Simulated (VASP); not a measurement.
A run of VASP 6.6.1 is set up as follows.

Contents of INCAR:

```
  ALGO = Normal
  EDIFF = 1E-6
  ENCUT = 520
  GGA = PS
  ISIF = 2
  ISMEAR = 0
  LASPH = True
  LCHARG = False
  LREAL = False
  LWAVE = False
  NBANDS = 16
  NELM = 60
  PREC = Accurate
  SIGMA = 0.01
```

The input KPOINTS:

```
k-points
0
Gamma
  6 6 6
```

POSCAR

```
GaP
1.0
    0.0000000000      2.6696170428      2.6696170428
    2.6696170428      0.0000000000      2.6696170428
    2.6696170428      2.6696170428      0.0000000000
Ga P
1 1
Direct
    0.0000000000      0.0000000000      0.0000000000
    0.2500000000      0.2500000000      0.2500000000
```

Potentials or basis: VASP PAW PBE potentials, release 64 (Ga_d, P).

Command:

```bash
$ cat potpaw_PBE.64/Ga_d/POTCAR potpaw_PBE.64/P/POTCAR > POTCAR
$ mpirun -np 1 vasp_std > vasp.out
```

(1) Estimate the pressure.

(2) Predict the band gap on the k mesh.

Answers

(1) 5.2 GPa.

(2) 1.38 eV, indirect (least direct gap 2.26 eV).

Caveat: the PAW data sets were made with another functional, which shifts forces and pressure a little.
